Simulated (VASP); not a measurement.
Wanted: the native input for a VASP 6.6.1 run.

```
Task                   : relaxation of cell and atoms
Functional             : PBEsol
Potentials or basis    : VASP PAW PBE potentials, release 64 (P)
Cutoff                 : 500 eV
k mesh                 : 6 × 8 × 1
Occupations            : fermi-dirac, width 0.02 eV
Spin                   : no spin polarisation
Dipole correction      : yes
Further INCAR settings : ALGO = Normal; EDIFF = 1e-07; NELMDL = -8; IBRION = 2; EDIFFG = -0.005; NSW = 80; ISIF = 3
```

The structure of P lies in POSCAR:

```
P
1.0
    4.6269992810      0.0000000000      0.0000000000
    0.0000000000      3.3037716322      0.0000000000
    0.0000000000      0.0000000000     27.8195791164
P
4
Direct
    0.0889206008      0.0000000000      0.3793418299
    0.4110793992      0.5000000000      0.3793418299
    0.5889206008      0.5000000000      0.3036304006
    0.9110793992      0.0000000000      0.3036304006
```

These files were run (other wordings do the same):

INCAR

```
ALGO = Normal
DIPOL = 0.5 0.5 0.341
EDIFF = 1E-7
EDIFFG = -0.005
ENCUT = 500
GGA = PS
GGA_COMPAT = F
IBRION = 2
IDIPOL = 3
ISIF = 3
ISMEAR = -1
LASPH = T
LATTICE_CONSTRAINTS = .TRUE. .TRUE. .FALSE.
LCHARG = F
LDIPOL = T
LREAL = F
LWAVE = F
NELM = 120
NELMDL = -8
NELMIN = 4
NSW = 80
PREC = Accurate
SIGMA = 0.02
```

KPOINTS

```
k-points
0
Gamma
  6 8 1
```

Potentials or basis: VASP PAW PBE potentials, release 64 (P).

Launch:

```console
$ cat potpaw_PBE.64/P/POTCAR > POTCAR
$ mpirun -np 1 vasp_std > vasp.out
```

Results of the run:

| Quantity | Value |
| --- | --- |
| Relaxed cell | a = 4.437 Å, b = 3.284 Å, c = 27.820 Å, α = 90.00°, β = 90.00°, γ = 90.00° |
| Space group after relaxing (to 0.1 Å) | Pmna (No. 53) |
| Energy gained by relaxing | 7.3 meV/atom |
| Ionic steps | 11 |
| Band gap on the k mesh | 0.73 eV |

Caveat: the relaxation moved the vacuum too, so the length across it says nothing of the material.

Run time: 26 min on 1 thread of AMD EPYC 7R43 64-Core Processor (Zen 3) (shared host), peak memory 0.45 GiB.
